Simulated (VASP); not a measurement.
Input of a VASP 6.6.1 run:

The input INCAR:

```
SYSTEM = Ru
PREC = Accurate
ENCUT = 520
EDIFF = 1E-6
ISMEAR = -1
SIGMA = 0.1
LREAL = .False.
LASPH = .True.
NELM = 60
ALGO = Normal
ISIF = 2
LWAVE = .False.
LCHARG = .False.
GGA = CA
NBANDS = 36
```

File KPOINTS:

```
Automatic mesh
0
Gamma
  18 18 5
  0 0 0
```

Contents of POSCAR:

```
Ru
1.0
    2.6640328385      0.0000000000      0.0000000000
   -1.3320164193      2.3071201147      0.0000000000
    0.0000000000      0.0000000000      8.5544096839
Ru
4
Direct
    0.0000000000      0.0000000000      1.0000000000
    0.0000000000      0.0000000000      0.5000000000
    0.3333333333      0.6666666667      0.2500000000
    0.6666666667      0.3333333333      0.7500000000
```

Potentials or basis: VASP PAW LDA potentials, release 64 (Ru_pv).

The run is started by

```console
$ cat potpaw_LDA.64/Ru_pv/POTCAR > POTCAR
$ mpirun -np 1 vasp_std > vasp.out
```

(1) Estimate the band gap on the k mesh.

(2) Estimate the pressure.

Answers

(1) zero (bands 28 and 29 overlap by 3.14 eV).

(2) 0.8 GPa.
